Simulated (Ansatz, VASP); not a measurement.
## Two plane-wave programs on LaAs

INCAR

```
  PREC = Accurate
  ENCUT = 500
  EDIFF = 1E-6
  ISMEAR = -1
  SIGMA = 0.15
  LREAL = False
  LASPH = True
  NELM = 200
  ALGO = Normal
  ISIF = 2
  LWAVE = False
  LCHARG = False
  GGA = CA
  NBANDS = 15
  GGA_COMPAT = False
  LMAXMIX = 6
```

File KPOINTS:

```
regular mesh
0
Gamma
  7 7 7
```

Contents of POSCAR:

```
LaAs
1.0
    0.0000000000      3.0755000000      3.0755000000
    3.0755000000      0.0000000000      3.0755000000
    3.0755000000      3.0755000000      0.0000000000
La As
1 1
Direct
    0.5000000000      0.5000000000      0.5000000000
    0.0000000000      0.0000000000      0.0000000000
```

Input for Ansatz:

```yaml
crystal:
  lattice:
    - [0.0, 3.0755, 3.0755]
    - [3.0755, 0.0, 3.0755]
    - [3.0755, 3.0755, 0.0]
  atoms:
    - { symbol: La, position: [0.5, 0.5, 0.5] }
    - { symbol: As, position: [0.0, 0.0, 0.0] }
kpoints:
  mp_grid:
    grid: [7, 7, 7]
    shift: [0.0, 0.0, 0.0]
hamiltonian:
  xc: lda
  pseudopotentials:
    kind: paw
scf:
  occupations:
    method: fermi_dirac
    width: 0.15
output:
  forces: true
  stress: true
  eigenvalues: true
```

Alike in both runs: task single point; functional LDA; k mesh 7 × 7 × 7; occupations fermi-dirac, width 0.15 eV; no spin polarisation.

|  | VASP | Ansatz |
| --- | --- | --- |
| version | VASP 6.6.1 | Ansatz 0.2.0 |
| potentials or method | VASP PAW LDA potentials, release 64 (La, As) | plane waves, PAW |
| plane-wave cutoff (eV) | 500 | 420 |
| valence electrons in the cell | 16 | 26 |

|  | VASP | Ansatz | Ansatz less VASP |
| --- | --- | --- | --- |
| gap on the k mesh at the Fermi level (eV) | none | none | - |
| pressure (GPa) | -2.9 | -3.0 | -0.07 |

LDA's correlation is that of Perdew and Zunger in VASP and of Perdew and Wang (1992) in Ansatz. A gap of «none» marks a metal or a gap that the smearing closes. VASP's potentials hold 16 valence electrons a cell and Ansatz's 26, so a difference there can come from the potentials and not from the codes.

Spin-orbit coupling is off throughout.
